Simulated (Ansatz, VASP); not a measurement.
## Hf in VASP and in Ansatz

POSCAR

```
Hf
1.0
    3.1923846315      0.0000000000      0.0000000000
   -1.5961923157      2.7646861895      0.0000000000
    0.0000000000      0.0000000000      5.0450416400
Hf
2
Direct
    0.3333333333      0.6666666667      0.2500000000
    0.6666666667      0.3333333333      0.7500000000
```

Contents of INCAR.step1:

```
SYSTEM = Hf
ALGO = Normal ; EDIFF = 1E-4
ENCUT = 520 ; GGA = PE
ISMEAR = -1 ; LASPH = .TRUE.
LCHARG = .FALSE. ; LREAL = .FALSE.
LWAVE = .TRUE. ; NBANDS = 17
NELM = 80 ; PREC = Accurate
SIGMA = 0.05
```

File INCAR.step2:

```
SYSTEM = Hf
ALGO = Normal ; EDIFF = 1E-8
ENCUT = 520 ; ISIF = 2
ISMEAR = -1 ; ISTART = 1
LASPH = .TRUE. ; LCHARG = .FALSE.
LEFG = .TRUE. ; LMIXTAU = .TRUE.
LREAL = .FALSE. ; LWAVE = .FALSE.
METAGGA = R2SCAN ; NBANDS = 17
NELM = 80 ; PREC = Accurate
SIGMA = 0.05
```

Contents of KPOINTS:

```
k-points
0
G
  12 12 7
  0 0 0
```

Input for Ansatz:

```yaml
crystal:
  lattice:
    - [3.1923846315, 0.0, 0.0]
    - [-1.5961923157, 2.7646861895, 0.0]
    - [0.0, 0.0, 5.04504164]
  atoms:
    - { symbol: Hf, position: [0.3333333333, 0.6666666667, 0.25] }
    - { symbol: Hf, position: [0.6666666667, 0.3333333333, 0.75] }
kpoints:
  mp_grid: { grid: [12, 12, 7] }
  band_path:
    path:
      - [0.0, 0.0, 0.0]
      - [0.5, 0.0, 0.0]
      - [0.3333333333, 0.3333333333, 0.0]
      - [0.0, 0.0, 0.0]
      - [0.0, 0.0, 0.5]
      - [0.5, 0.0, 0.5]
      - [0.3333333333, 0.3333333333, 0.5]
      - [0.0, 0.0, 0.5]
      - [0.5, 0.0, 0.5]
    npoints: 14
scf:
  occupations: { method: fermi_dirac, width: 0.05 }
hamiltonian:
  xc: r2scan
  pseudopotentials: { kind: paw }
output:
  forces: true
  stress: true
  eigenvalues: true
  efg: { contact_densities: true }
  populations: true
  bader: true
  dos: { projected: true, de: 0.2, e_range: [-14, 8] }
  write_density: true
  write_potential: true
  elf: true
  volumetric_format: npy
```

Alike in both runs: task electric field gradients; functional r2SCAN; k mesh 12 × 12 × 7; occupations fermi-dirac, width 0.05 eV; no spin polarisation.

```csv
,VASP,Ansatz
version,VASP 6.6.1,Ansatz 0.2.0
potentials or method,"VASP PAW PBE potentials, release 64 (Hf_pv)","PAW with Ansatz's default frozen-core files, scalar-relativistic"
plane-wave cutoff (eV),520,500
valence electrons in the cell,20,52
```

```tsv
	VASP	Ansatz	Ansatz less VASP
pressure (GPa)	-0.1	0.5	+0.58
traceless stress, the component that is largest in VASP (GPa)	-0.15	-0.05	+0.101
size of Vzz on the site where it differs most (V/Å²)	77.8	88.1	+10.28
```

VASP's potentials were made for PBE, not for r2SCAN. With one functional, cell and mesh, what is left measures potentials, basis and numerics. VASP's potentials hold 20 valence electrons a cell and Ansatz's 52, so a difference there can come from the potentials and not from the codes.

Neither program's run includes spin-orbit coupling.
